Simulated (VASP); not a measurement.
Fe2Rh: single point with r2SCAN

Fe2Rh:

```
CELL_PARAMETERS angstrom
0.00000 3.37582 3.37582
3.37582 0.00000 3.37582
3.37582 3.37582 0.00000
ATOMIC_POSITIONS crystal
Fe 0.62500 0.62500 0.62500
Fe 0.12500 0.62500 0.62500
Fe 0.62500 0.62500 0.12500
Fe 0.62500 0.12500 0.62500
Rh 0.00000 0.00000 0.00000
Rh 0.25000 0.25000 0.25000
```

```json
{"Program": "VASP 6.6.1", "Task": "single point", "Functional": "r2SCAN", "Potentials or basis": "VASP PAW PBE potentials, release 64 (Fe, Rh_pv)", "Cutoff": "520 eV", "k mesh": "4 × 4 × 4", "Occupations": "gaussian, width 0.1 eV", "Spin": "collinear spin, ferromagnetic start", "Starting moments": "[3.08, 3.08, 3.08, 3.08, 0.93, 0.93] μB", "Dipole correction": "no", "Further INCAR settings": "ALGO = Normal; EDIFF = 1e-06; NBANDS = 44"}
```

| Item | Value |
| --- | --- |
| Pressure | -0.1 GPa |
| Net moment | 13.38 μB per cell |
| Site moments | Fe +2.94; Rh +0.94 μB |
| Valence electrons inside the program's atomic spheres | Fe 7.25; Rh 13.68 |

Levels at points of the mesh, in eV from the Fermi level:
Spin up:
```tsv
k point	band 35	band 36	band 37	band 38	band 39	band 40
(0.00, 0.00, 0.00)	-0.66	-0.47	-0.47	1.47	4.52	4.52
(0.50, 0.00, 0.00)	-0.83	-0.66	-0.45	-0.45	2.39	3.31
(0.50, 0.50, 0.00)	-0.65	-0.65	-0.46	-0.46	1.43	1.43
```
Spin down:
```csv
k point,band 20,band 21,band 22,band 23,band 24,band 25,band 26,band 27,band 28,band 29
"(0.00, 0.00, 0.00)",-1.31,-1.31,0.00,0.00,0.00,0.05,0.05,1.20,2.19,2.19
"(0.50, 0.00, 0.00)",-1.14,-0.83,-0.83,-0.31,-0.31,-0.04,0.77,0.77,1.27,1.27
"(0.50, 0.50, 0.00)",-1.79,-0.60,-0.60,-0.02,-0.02,0.23,0.23,1.41,1.41,1.54
```

Wall time 4 min on 1 thread of Intel(R) Xeon(R) Platinum 8259CL CPU @ 2.50GHz (Skylake/Cascade Lake) (shared host), peak memory 0.28 GiB.

Caveat: the k points lie up to 0.40 Å⁻¹ apart; the PAW data sets were made with another functional, which shifts forces and pressure a little.
